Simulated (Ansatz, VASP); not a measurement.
**HfN in VASP and in Ansatz**

```xyz
4
Lattice="3.2386 0.0000 0.0000 -1.6193 2.8047 0.0000 0.0000 0.0000 5.3439" Properties=species:S:1:pos:R:3 pbc="T T T"
Hf    1.6193    0.9349    4.0079
Hf    0.0000    1.8698    1.3360
N     0.0000    0.0000    0.0000
N     0.0000    0.0000    2.6719
```

Change from the starting cell: strain +0.030 along x and y, -0.015 along z, atoms carried along.

Alike in both runs: task single point; functional r2SCAN; k mesh 18 × 18 × 10; occupations gaussian, width 0.15 eV; no spin polarisation.

|  | VASP | Ansatz |
| --- | --- | --- |
| version | VASP 6.6.1 | Ansatz 0.2.0 |
| potentials or method | VASP PAW PBE potentials, release 64 (Hf_pv, N), cutoff 520 eV | scalar-relativistic, plane waves, PAW |
| valence electrons in the cell | 30 | 62 |

|  | VASP | Ansatz | Ansatz less VASP |
| --- | --- | --- | --- |
| gap on the k mesh at the Fermi level (eV) | none | none | - |
| pressure (GPa) | -13.5 | -11.1 | +2.42 |
| traceless stress, the component that is largest in VASP (GPa) | 13.68 | 13.43 | -0.248 |

VASP's potentials were made for PBE, not for r2SCAN. A gap of «none» marks a metal or a gap that the smearing closes. VASP's potentials hold 30 valence electrons a cell and Ansatz's 62, so a difference there can come from the potentials and not from the codes.

Neither program's run includes spin-orbit coupling.
